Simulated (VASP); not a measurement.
Write the native input for VASP 6.6.1 that does the following.

```yaml
Task: relaxation of cell and atoms
Functional: PBEsol
Potentials_or_basis: VASP PAW PBE potentials, release 64 (Mn_pv, S)
Cutoff: 600 eV
k_mesh: 9 × 9 × 9
Occupations: fermi-dirac, width 0.05 eV
Spin: collinear spin, ferromagnetic start
Starting_moments: "[4.0, 0.0] μB"
Hubbard_terms: Mn d U = 5.0 eV
Dipole_correction: no
Further_INCAR_settings: ALGO = Normal; EDIFF = 1e-06; IBRION = 2; EDIFFG = -0.01; NSW = 60; ISIF = 3
```

The structure of MnS lies in POSCAR:

```
MnS
1.0
    0.0000000000      2.4734634191      2.4734634191
    2.4734634191      0.0000000000      2.4734634191
    2.4734634191      2.4734634191      0.0000000000
Mn S
1 1
Direct
    0.0000000000      0.0000000000      0.0000000000
    0.7500000000      0.7500000000      0.7500000000
```

The input as run:

INCAR

```
ALGO     = Normal         # electronic algorithm
EDIFF    = 1E-6           # SCF threshold, eV
EDIFFG   = -0.01          # ionic threshold
ENCUT    = 600            # plane-wave cutoff, eV
GGA      = PS             # functional
IBRION   = 2              # ionic algorithm
ISIF     = 3              # what is computed and relaxed
ISMEAR   = -1             # smearing method
ISPIN    = 2              # spin polarisation
LASPH    = T              # aspherical terms in the spheres
LCHARG   = F              # write CHGCAR
LDAU     = T              # DFT+U
LDAUJ    = 0 0          
LDAUL    = 2 -1           # shell
LDAUPRINT= 1            
LDAUTYPE = 2            
LDAUU    = 5 0            # U, eV
LMAXMIX  = 4              # l up to which the mixer works
LORBIT   = 11             # projections on sites
LREAL    = F              # projectors in reciprocal space
LWAVE    = F              # write WAVECAR
MAGMOM   = 4 0            # initial moments
NELM     = 150            # most SCF steps
NSW      = 60             # ionic steps
PREC     = Accurate       # precision mode
SIGMA    = 0.05           # smearing width, eV
```

KPOINTS

```
k-points
0
Gamma
  9 9 9
```

Potentials or basis: VASP PAW PBE potentials, release 64 (Mn_pv, S).

The run is started by

```console
$ cat potpaw_PBE.64/Mn_pv/POTCAR potpaw_PBE.64/S/POTCAR > POTCAR
$ mpirun -np 1 vasp_std > vasp.out
```

It gave:

```yaml
Relaxed_volume: 22.94 Å³/atom
Relaxed_cell: a = 4.018 Å, b = 4.018 Å, c = 4.018 Å, α = 60.00°, β = 60.00°, γ = 60.00°
Space_group_after_relaxing_to_0.1_Å: F-43m (No. 216)
Energy_gained_by_relaxing: 994.5 meV/atom
Ionic_steps: 18
Pressure_after_relaxing: 0.0 GPa
Band_gap_on_the_k_mesh: 1.26 eV
Net_moment: -5.00 μB per cell
Site_moments: Mn -4.62; S -0.01 μB
Valence_electrons_inside_the_program's_atomic_spheres: Mn 11.33; S 3.76
```

Caveat: the volume moved by over 15 % at a fixed basis, so the end points are rough; the PAW data sets were made with another functional, which shifts forces and pressure a little; an odd mesh through Γ misses points on the zone boundary, where band edges can lie; a cell with one magnetic atom can't hold antiferromagnetic order, which such compounds often take.

Run time: 4.3 min on 1 thread of Oxide Virtual Turin-like Processor (shared host), peak memory 0.16 GiB.
